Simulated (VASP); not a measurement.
# Ta2F (P2_1/c) in VASP: a series of runs, part 2 of 2

VASP 6.6.1. Earlier steps stand in the parts before.

## 5. Relaxation of cell and atoms, PBE

This run uses another cell than the first one, of 15.87 Å³/atom, 0.941 times its volume.

INCAR

```
PREC = Accurate
ENCUT = 600
EDIFF = 1E-6
ISMEAR = 0
SIGMA = 0.2
LREAL = F
LASPH = T
NELM = 80
ALGO = Normal
ISIF = 3
LWAVE = F
LCHARG = F
GGA = PE
IBRION = 2
NSW = 36
EDIFFG = -0.08
```

KPOINTS

```
Automatic mesh
0
Gamma
  3 5 3
```

POSCAR

```
Ta2F
1.0
    6.2421710400      0.0000000000      0.0000000000
    0.0000000000      3.0243986800      0.0000000000
   -0.0131994000      0.0000000000      5.0439101800
Ta F
4 2
Direct
    0.6566610600      0.5665285200      0.3856140400
    0.3433389400      0.0665285200      0.1143859600
    0.3433389400      0.4334714800      0.6143859600
    0.6566610600      0.9334714800      0.8856140400
    0.0000000000      0.0000000000      0.0000000000
    0.0000000000      0.5000000000      0.5000000000
```

Potentials or basis: VASP PAW PBE potentials, release 64 (Ta_pv, F).

Run with:

```sh
> cat potpaw_PBE.64/Ta_pv/POTCAR potpaw_PBE.64/F/POTCAR > POTCAR
> mpirun -np 1 vasp_std > vasp.out
```

OUTCAR:

```text
PREC = Accurate
   ENCUT = 600
   EDIFF = 1E-6
   ISMEAR = 0
   LREAL = F
   LASPH = T
   NELM = 80
   ISIF = 3
   GGA = PE
   IBRION = 2
   NSW = 36
   EDIFFG = -0.08

 ion  position               nearest neighbor table
   1  0.657  0.567  0.386-   6 2.23   3 2.31   4 2.76   4 2.76   2 2.82   2 2.82   4 3.17   4 3.17
                             3 3.47
   2  0.343  0.067  0.114-   5 2.23   4 2.31   3 2.76   3 2.76   1 2.82   1 2.82   3 3.17   3 3.17
                             4 3.47
   3  0.343  0.433  0.614-   6 2.23   1 2.31   2 2.76   2 2.76   4 2.82   4 2.82   2 3.17   2 3.17
                             1 3.47
   4  0.657  0.933  0.886-   5 2.23   2 2.31   1 2.76   1 2.76   3 2.82   3 2.82   1 3.17   1 3.17
                             2 3.47
   5  0.000  0.000  0.000-   2 2.23   4 2.23
   6  0.000  0.500  0.500-   1 2.23   3 2.23

  LATTYP: Found a simple monoclinic cell.
 ALAT       =     5.0439274507
 B/A-ratio  =     0.5996118520
 C/A-ratio  =     1.2375616226
 COS(beta)  =    -0.0026168893

  Lattice vectors:

 A1 = (  -0.0131994000,   0.0000000000,   5.0439101800)
 A2 = (   0.0000000000,  -3.0243986800,   0.0000000000)
 A3 = (   6.2421710400,   0.0000000000,   0.0000000000)

Analysis of symmetry for initial positions (statically):
=====================================================================
 Subroutine PRICEL returns:
 Original cell was already a primitive cell.

 Routine SETGRP: Setting up the symmetry group for a
 simple monoclinic supercell.

 Subroutine GETGRP returns: Found  4 space group operations
 (whereof  2 operations were pure point group operations)
 out of a pool of  4 trial point group operations.

The static configuration has the point symmetry S_2 .
 The point group associated with its full space group is C_2h.

Analysis of symmetry for dynamics (positions and initial velocities):
=====================================================================
 Subroutine PRICEL returns:
 Original cell was already a primitive cell.

 Routine SETGRP: Setting up the symmetry group for a
 simple monoclinic supercell.

 Subroutine GETGRP returns: Found  4 space group operations
 (whereof  2 operations were pure point group operations)
 out of a pool of  4 trial point group operations.

The dynamic configuration has the point symmetry S_2 .
 The point group associated with its full space group is C_2h.

 Subroutine INISYM returns: Found  4 space group operations
 (whereof  2 operations are pure point group operations),
 and found     1 'primitive' translations

----------------------------------------------------------------------------------------

                                     Primitive cell

  volume of cell :      95.2230

  direct lattice vectors                    reciprocal lattice vectors
     6.242171040  0.000000000  0.000000000     0.160200673  0.000000000  0.000419229
     0.000000000  3.024398680  0.000000000     0.000000000  0.330644239  0.000000000
    -0.013199400  0.000000000  5.043910180     0.000000000  0.000000000  0.198258883

  length of vectors
     6.242171040  3.024398680  5.043927451     0.160201221  0.330644239  0.198258883

  position of ions in fractional coordinates (direct lattice)
     0.656661060  0.566528520  0.385614040
     0.343338940  0.066528520  0.114385960
     0.343338940  0.433471480  0.614385960
     0.656661060  0.933471480  0.885614040
     0.000000000  0.000000000  0.000000000
     0.000000000  0.500000000  0.500000000

  ion indices of the primitive-cell ions
   primitive index   ion index
                 1           1
[... 62 lines left out ...]
   LNONCOLLINEAR =      F non collinear calculations
   LSORBIT =      F    spin-orbit coupling
   LASPH  =      T    aspherical Exc in radial PAW
   ENCUT  =  600.0 eV  44.10 Ry    6.64 a.u.  12.47  6.04 10.07*2*pi/ulx,y,z
   NELM   =     80;   NELMIN=  2; NELMDL= -5     # of ELM steps
   EDIFF  = 0.1E-05   stopping-criterion for ELM
   LREAL  =      F    real-space projection
   EDIFFG = -.8E-01   stopping-criterion for IOM
   NSW    =     36    number of steps for IOM
   IBRION =      2    ionic relax: 0-MD 1-quasi-New 2-CG
   NFREE  =      1    steps in history (QN), initial steepest desc. (CG)
   ISIF   =      3    stress and relaxation
   ISYM   =      2    0-nonsym 1-usesym 2-fastsym
   POTIM  = 0.5000    time-step for ionic-motion
   TEBEG  =    0.0;   TEEND  =   0.0 temperature during run
   PSTRESS=    0.0 pullay stress
   NELECT =      58.0000    total number of electrons
   NUPDOWN=      -1.0000    fix difference up-down
   EMIN   =  10.00;   EMAX   =-10.00  energy-range for DOS
   EFERMI =   0.00;   METHOD = LEGACY
   ISMEAR =     0;   SIGMA  =   0.20  broadening in eV -4-tet -1-fermi 0-gaus
   EFERMI_NEDOS =   21; number of points for ismear=-14 and -15
   IALGO  =     38    algorithm
   IMIX   =      4    mixing-type and parameters
     AMIX     =   0.40;   BMIX     =  1.00
     AMIX_MAG =   1.60;   BMIX_MAG =  1.00
  volume/ion in A,a.u.               =      15.87       107.10
  Fermi-wavevector in a.u.,A,eV,Ry     =   1.387725  2.622420 26.201845  1.925781
  Thomas-Fermi vector in A             =   2.511919
   LORBIT       =      0    0 simple, 1 ext, 2 COOP (PROOUT), +10 PAW based schemes
   GGA     = PE    functional components
   LHFCALC =     F    Hartree Fock is set to
   AEXX    =    0.0000 exact exchange contribution
   IVDW    =     0    specifies the selected vdW correction
   LEPSILON=     F    determine dielectric tensor
   LRPA    =     F    only Hartree local field effects (RPA)
 conjugate gradient relaxation of ions
 non-spin polarized calculation
 Gauss-broadening in eV      SIGMA  =   0.20
  energy-cutoff  :      600.00
  volume of cell :       95.22
 maximum number of plane-waves:      3200
 NGX is ok and might be reduce to    50
   NGX = 25   NGY = 13   NGZ = 21

--------------------------------------- Ionic step        1  -------------------------------------------

 number of electron      58.0000022 magnetization

 Free energy of the ion-electron system (eV)
  ---------------------------------------------------
  ext. energy  EPLUGINS =         0.00000000
  ---------------------------------------------------
  free energy    TOTEN  =       -52.75148888 eV

  energy without entropy =      -52.65092353  energy(sigma->0) =      -52.70120620

------------------------ aborting loop because EDIFF is reached ----------------------------------------

  FORCE on cell =-STRESS in cart. coord.  units (eV):
  Direction    XX          YY          ZZ          XY          YZ          ZX
  --------------------------------------------------------------------------------------
  -------------------------------------------------------------------------------------
  Total       11.6678390      5.3622962     18.4724982      0.0000000      0.0000000     -9.1552332
  in kB      196.3174761     90.2234304    310.8094149      0.0000000      0.0000000   -154.0415729
  external PRESSURE =     199.1167738 kB  Pullay stress =       0.0000000 kB
[... 27 lines left out ...]
--------------------------------------- Ionic step        2  -------------------------------------------

 number of electron      57.9999969 magnetization

 E-fermi :   3.3070     XC(G=0): -10.4756

 val. band max:        3.2841146716   @ k =   0.0000   0.0000   0.3333
 cond. band min:       3.3209066217   @ k =   0.0000   0.4000   0.0000
 fundamental gap:      0.0367919500
 Fermi energy:         3.3070463056

 k-point     1 :       0.0000    0.0000    0.0000
  band No.  band energies     occupation
      1     -32.0905      2.00000
      2     -31.9720      2.00000
      3     -31.9216      2.00000
      4     -31.8449      2.00000
      5     -31.8188      2.00000
      6     -31.7806      2.00000
[... 617 lines left out ...]
  FREE ENERGIE OF THE ION-ELECTRON SYSTEM (eV)
  ---------------------------------------------------
  free  energy   TOTEN  =       -54.3902556586 eV

  energy  without entropy=      -54.2562748187  energy(sigma->0) =      -54.32326524

[... ionic steps 4 to 17 ...]

--------------------------------------- Ionic step       18  -------------------------------------------

 number of electron      58.0000021 magnetization

------------------------ aborting loop because EDIFF is reached ----------------------------------------
[... 75 lines left out ...]
--------------------------------------- Ionic step       20  -------------------------------------------

 number of electron      58.0000019 magnetization

 Free energy of the ion-electron system (eV)
  ---------------------------------------------------
  ext. energy  EPLUGINS =         0.00000000
  ---------------------------------------------------
  free energy    TOTEN  =       -55.36843195 eV

  energy without entropy =      -55.28557784  energy(sigma->0) =      -55.32700489

 E-fermi :   4.6654     XC(G=0): -11.2494

 val. band max:        4.6264682109   @ k =   0.0000   0.4000   0.0000
 cond. band min:       4.7402820415   @ k =   0.0000   0.4000   0.3333
 fundamental gap:      0.1138138307
 Fermi energy:         4.6653978678

 k-point     1 :       0.0000    0.0000    0.0000
  band No.  band energies     occupation
      1     -30.5353      2.00000
      2     -30.4095      2.00000
      3     -30.3996      2.00000
      4     -29.7902      2.00000
      5     -29.7260      2.00000
      6     -29.7088      2.00000
[... 577 lines left out ...]
  FREE ENERGIE OF THE ION-ELECTRON SYSTEM (eV)
  ---------------------------------------------------
  free  energy   TOTEN  =       -55.3684319451 eV

  energy  without entropy=      -55.2855778385  energy(sigma->0) =      -55.32700489

 reached required accuracy - stopping structural energy minimisation
```

OSZICAR:

```text
N       E                     dE             d eps       ncg     rms          rms(c)
DAV:   1     0.625696708225E+03    0.62570E+03   -0.35697E+04  1020   0.196E+03
DAV:   2    -0.182008223207E+02   -0.64390E+03   -0.63390E+03  1126   0.537E+02
DAV:   3    -0.557323756315E+02   -0.37532E+02   -0.36791E+02  1340   0.114E+02
[... 193 lines left out ...]
DAV:   2    -0.553686026617E+02    0.49771E-03   -0.55794E-03  1070   0.501E-01    0.106E-01
DAV:   3    -0.553684459743E+02    0.15669E-03   -0.46701E-04  1264   0.137E-01    0.241E-02
DAV:   4    -0.553684347360E+02    0.11238E-04   -0.41601E-05  1272   0.388E-02    0.151E-02
DAV:   5    -0.553684323136E+02    0.24224E-05   -0.48179E-06  1062   0.128E-02    0.271E-03
DAV:   6    -0.553684319451E+02    0.36847E-06   -0.71429E-07   598   0.605E-03
  20 F= -.55368432E+02 E0= -.55327005E+02  d E =-.173455E-02
```

Run time: 6.9 min. Hardware: 1 thread of Intel Xeon Platinum 8375C at 2.90GHz (Ice Lake), shared host; peak memory 0.24 GiB.

What came out:

```
Free energy                            : -55.3684 eV
Relaxed volume                         : 17.14 Å³/atom
Relaxed cell                           : a = 6.425 Å, b = 2.870 Å, c = 5.743 Å, α = 90.00°, β = 103.75°, γ = 90.00°
Space group after relaxing (to 0.05 Å) : P2_1/c (No. 14)
Energy gained by relaxing              : 436.2 meV/atom
Ionic steps                            : 20
Pressure after relaxing                : 0.4 GPa
Largest force after relaxing           : 0.043 eV/Å
Band gap on the k mesh                 : zero (band 29 reaches 5.03 eV, above the bottom of band 30 at 4.43 eV)
```

Forces on the atoms (eV/Å):
```
Ta  -0.038 -0.011 -0.018
Ta   0.038 -0.011  0.018
Ta   0.038  0.011  0.018
Ta  -0.038  0.011 -0.018
F    0.000  0.000  0.000
F    0.000  0.000  0.000
```

Stress tensor (GPa, compression positive):
```
-0.01  0.00  0.09
 0.00  0.57  0.00
 0.09  0.00  0.55
```

The path:
```
step  energy change (eV)  largest force (eV/Å)  pressure (GPa)  volume (Å³)
   1              0.0000                5.0169           19.91        95.22
   2              0.5457                1.3926          -21.70       124.25
   3             -1.6388                0.5611           -6.99       106.14
   4             -1.6609                0.4909           -5.55       105.19
   5             -1.6657                0.4930           -4.46       104.52
   6             -1.9665                0.7591            2.73        99.51
   7             -1.9710                0.8403            4.05        98.81
   8             -2.1739                0.8788            3.25        98.98
   9             -2.2410                0.8281            3.31        99.00
  10             -2.3449                0.6397           -1.54       101.85
  11             -2.3535                0.5750           -3.19       102.93
  12             -2.4444                0.4519           -2.33       102.68
  13             -2.5452                0.3232            0.06       102.07
  14             -2.5478                0.3769            0.59       101.95
  15             -2.5859                0.1986            0.33       102.37
  16             -2.5995                0.3416            0.11       102.82
  17             -2.6150                0.1339           -0.44       103.22
  18             -2.6152                0.1120           -0.51       103.27
  19             -2.6167                0.0244            0.72       102.70
  20             -2.6169                0.0433            0.37       102.86
```

Final structure:
```cif
data_structure
_symmetry_space_group_name_H-M 'P 1'
_symmetry_Int_Tables_number 1
_cell_length_a 6.4252
_cell_length_b 2.8697
_cell_length_c 5.7429
_cell_angle_alpha 90.000
_cell_angle_beta 103.746
_cell_angle_gamma 90.000
_cell_volume 102.86
loop_
_atom_site_label
_atom_site_type_symbol
_atom_site_fract_x
_atom_site_fract_y
_atom_site_fract_z
_atom_site_occupancy
Ta1 Ta 0.66471 0.62323 0.40793 1
Ta2 Ta 0.33529 0.12323 0.09207 1
Ta3 Ta 0.33529 0.37677 0.59207 1
Ta4 Ta 0.66471 0.87677 0.90793 1
F1 F 0.00000 0.00000 0.00000 1
F2 F 0.00000 0.50000 0.50000 1
```

Levels at points of the mesh, in eV from the Fermi level:
| k point | band 26 | band 27 | band 28 | band 29 | band 30 | band 31 | band 32 | band 33 |
| --- | --- | --- | --- | --- | --- | --- | --- | --- |
| (0.00, 0.00, 0.00) | -1.84 | -1.05 | -0.17 | 0.22 | 0.96 | 1.00 | 1.53 | 1.58 |

Caveat: the k points lie up to 0.44 Å⁻¹ apart in the final cell; spin-orbit coupling is left out, which moves the levels of the heavy elements; the relaxation stopped at a loose force limit of 0.08 eV/Å, so its end isn't a converged minimum.

## 6. The runs side by side

```tsv
task	potentials or basis	cell	k mesh	cutoff (eV)	smearing	second run	gap on the mesh (eV)	pressure (GPa)	largest force (eV/Å)
single point	VASP PAW PBE potentials, release 64 (Ta_pv, F)	a = 6.493, b = 2.861, c = 5.576 Å, angles 90.0, 102.3, 90.0°, 6 atoms	3 × 5 × 3	520	gaussian 0.2 eV	-	none	-0.2	0.09
single point	VASP PAW PBE potentials, release 64 (Ta_pv, F)	a = 6.774, b = 2.773, c = 5.305 Å, angles 90.0, 101.7, 90.0°, 6 atoms	6 × 10 × 6	520	gaussian 0.1 eV	-	none	0.1	0.03
single point	VASP PAW PBE potentials, release 64 (Ta_sv_GW, F)	a = 6.493, b = 2.861, c = 5.576 Å, angles 90.0, 102.3, 90.0°, 6 atoms	3 × 5 × 3	600	gaussian 0.2 eV	valence_matched	none	-0.5	0.08
relaxation of cell and atoms	VASP PAW PBE potentials, release 64 (Ta_pv, F)	relaxed from a = 6.242, b = 3.024, c = 5.044 Å, angles 90.0, 90.1, 90.0°, 6 atoms	3 × 5 × 3	600	gaussian 0.2 eV	-	none	0.4	0.04
```

Alike in all rows: level PBE; no spin polarisation.

Caveats: some runs use coarse meshes; spin-orbit coupling is left out, which moves the levels of the heavy elements; the relaxation stopped at a loose force limit of 0.08 eV/Å, so its end isn't a converged minimum (some runs).

Absolute energies hang on the potentials; compare differences alone.
